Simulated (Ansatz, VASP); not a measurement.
**Two plane-wave programs on Pt**

Contents of INCAR:

```
  PREC = Accurate
  ENCUT = 520
  EDIFF = 1E-6
  ISMEAR = 0
  SIGMA = 0.15
  LREAL = False
  LASPH = True
  NELM = 100
  ALGO = Normal
  ISIF = 2
  LWAVE = False
  LCHARG = True
  LELF = True
  LVHAR = True
  NBANDS = 11
```

The input KPOINTS:

```
Automatic mesh
0
Gamma
  20 20 20
```

The input POSCAR:

```
Pt
1.0
   -0.0973383644      1.9175657791      1.9175657791
    1.9175657791     -0.0973383644      1.9175657791
    1.9175657791      1.9175657791     -0.0973383644
Pt
1
Direct
    0.0000000000      0.0000000000      0.0000000000
```

Input for Ansatz:

```yaml
crystal:
  lattice:
    - [-0.0973383644, 1.9175657791, 1.9175657791]
    - [1.9175657791, -0.0973383644, 1.9175657791]
    - [1.9175657791, 1.9175657791, -0.0973383644]
  atoms:
    - { symbol: Pt, position: [0.0, 0.0, 0.0] }
basis:
  ecutwfc: 420
kpoints:
  mp_grid: { grid: [20, 20, 20] }
hamiltonian:
  xc: lda
  pseudopotentials: { kind: paw, azcp: { folder: soft_1 } }
scf:
  occupations: { method: gaussian, width: 0.15 }
output:
  forces: true
  stress: true
  eigenvalues: true
```

Change from the starting cell: equal engineering shear yz, xz and xy -0.0500, equal normal strain along x, y and z +0.0100.

Alike in both runs: task single point; functional LDA; k mesh 20 × 20 × 20; occupations gaussian, width 0.15 eV; no spin polarisation.

|  | VASP | Ansatz |
| --- | --- | --- |
| version | VASP 6.6.1 | Ansatz 0.2.0 |
| potentials or method | VASP PAW LDA potentials, release 64 (Pt), cutoff 520 eV | scalar-relativistic, plane waves, PAW |
| valence electrons in the cell | 10 | 18 |

```tsv
	VASP	Ansatz	Ansatz less VASP
gap on the k mesh at the Fermi level (eV)	none	none	-
pressure (GPa)	-5.6	-6.3	-0.67
traceless stress, the component that is largest in VASP (GPa)	3.83	3.73	-0.101
```

Ansatz warns that its potentials were made for another functional, while VASP's fit it. LDA's correlation is that of Perdew and Zunger in VASP and of Perdew and Wang (1992) in Ansatz. A gap of «none» marks a metal or a gap that the smearing closes. VASP's potentials hold 10 valence electrons a cell and Ansatz's 18, so a difference there can come from the potentials and not from the codes.

Neither program's run includes spin-orbit coupling.
